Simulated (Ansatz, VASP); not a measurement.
One calculation of Cu, two programs

```
Cu
1.0
    -1.44279    1.44279    1.37608
     1.44279   -1.44279    1.37608
     1.44279    1.44279   -1.37608
Cu
1
Direct
  0.00000 0.00000 0.00000
```

Alike in both runs: task single point; functional PBEsol; k mesh 10 × 10 × 10; occupations gaussian, width 0.2 eV; no spin polarisation.

|  | VASP | Ansatz |
| --- | --- | --- |
| version | VASP 6.6.1 | Ansatz 0.2.0 |
| potentials or method | VASP PAW PBE potentials, release 64 (Cu), cutoff 520 eV | scalar-relativistic, plane waves, PAW |
| valence electrons in the cell | 11 | 19 |

Ansatz gave:

- gap on the k mesh at the Fermi level (eV): none
- pressure (GPa): -1.4
- traceless stress, the component that is largest in VASP (GPa): -1.12

What did VASP give for the same quantities?

gap on the k mesh at the Fermi level (eV): none; pressure (GPa): -0.5; traceless stress, the component that is largest in VASP (GPa): -1.08.

VASP's potentials were made for PBE, not for PBEsol. A gap of «none» marks a metal or a gap that the smearing closes. VASP's potentials hold 11 valence electrons a cell and Ansatz's 19, so a difference there can come from the potentials and not from the codes.
